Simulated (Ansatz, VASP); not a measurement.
Two plane-wave programs on NaCl

INCAR

```
SYSTEM = NaCl
PREC     = Accurate       ! precision mode
ENCUT    = 520            ! plane-wave cutoff, eV
EDIFF    = 1E-6           ! SCF threshold, eV
ISMEAR   = 0              ! smearing method
SIGMA    = 0.05           ! smearing width, eV
LREAL    = .FALSE.        ! projectors in reciprocal space
LASPH    = .TRUE.         ! aspherical terms in the spheres
NELM     = 100            ! most SCF steps
ALGO     = Normal         ! electronic algorithm
ISIF     = 2              ! what is computed and relaxed
LWAVE    = .FALSE.        ! write WAVECAR
LCHARG   = .FALSE.        ! write CHGCAR
GGA      = PE             ! functional
IBRION   = 2              ! ionic algorithm
NSW      = 100            ! ionic steps
EDIFFG   = -0.01          ! ionic threshold
```

KPOINTS

```
regular mesh
0
G
  6 6 6
  0 0 0
```

POSCAR

```
NaCl
1.0
    3.5050044763      0.0000000000      0.0000000000
    0.0000000000      3.5050044763      0.0000000000
    0.0000000000      0.0000000000      3.5050044763
Na Cl
1 1
Direct
    0.0029253043     -0.0865796881     -0.0742923513
    0.4970746957      0.5865796881      0.5742923513
```

Input for Ansatz:

```yaml
crystal:
  lattice:
    - [3.5050044763, 0.0, 0.0]
    - [0.0, 3.5050044763, 0.0]
    - [0.0, 0.0, 3.5050044763]
  atoms:
    - { symbol: Na, position: [0.0029253043, -0.0865796881, -0.0742923513] }
    - { symbol: Cl, position: [0.4970746957, 0.5865796881, 0.5742923513] }
basis:
  ecutwfc: 420
kpoints:
  mp_grid: { grid: [6, 6, 6] }
hamiltonian:
  xc: pbe
scf:
  occupations: { method: gaussian, width: 0.05 }
output:
  forces: true
  stress: true
  eigenvalues: true
relax:
  adjacent_minimum: "off"
  f_tol: 0.01
  max_steps: 80
```

Change from the starting cell: all Cl atoms moved 0.8 Å in one direction; relaxed back.

Alike in both runs: task relaxation of the atoms; functional PBE; k mesh 6 × 6 × 6; occupations gaussian, width 0.05 eV; no spin polarisation.

```csv
,VASP,Ansatz
version,VASP 6.6.1,Ansatz 0.2.0
potentials or method,"VASP PAW PBE potentials, release 64 (Na_pv, Cl), cutoff 520 eV","scalar-relativistic, plane waves, PAW"
valence electrons in the cell,14,16
```

```csv
,VASP,Ansatz,Ansatz less VASP
"gap on the k mesh at the Fermi level, each at its own relaxed structure (eV)",3.97,3.97,0.000
```

VASP's potentials hold 14 valence electrons a cell and Ansatz's 16, so a difference there can come from the potentials and not from the codes. Ansatz's warnings: stress scf threshold loose.
